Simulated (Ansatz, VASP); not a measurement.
# SiB6 in VASP and in Ansatz

```
Si B
1.0
     2.92379    1.68805    2.49351
    -2.92379    1.68805    2.49351
     0.00000   -3.37611    2.49351
Si B
1 6
Direct
  0.87051 0.87051 0.87051
  0.52924 0.52924 0.22541
  0.52924 0.22541 0.52924
  0.51205 0.51205 0.82167
  0.51205 0.82167 0.51205
  0.82167 0.51205 0.51205
  0.22541 0.52924 0.52924
```

Change from the starting cell: the structure that the rattled cell fell into.

Alike in both runs: task single point; functional PBE; k mesh 6 × 6 × 6; occupations gaussian, width 0.1 eV; no spin polarisation.

```csv
,VASP,Ansatz
version,VASP 6.6.1,Ansatz 0.2.0
potentials or method,"VASP PAW PBE potentials, release 64 (Si, B), cutoff 520 eV","scalar-relativistic, plane waves, PAW"
valence electrons in the cell,22,22
```

```tsv
	VASP	Ansatz	Ansatz less VASP
pressure (GPa)	0.1	0.1	+0.01
rms of the force components (eV/Å)	0.008	0.012	+0.0040
```

Atom by atom the forces differ by 0.010 eV/Å (rms over components).
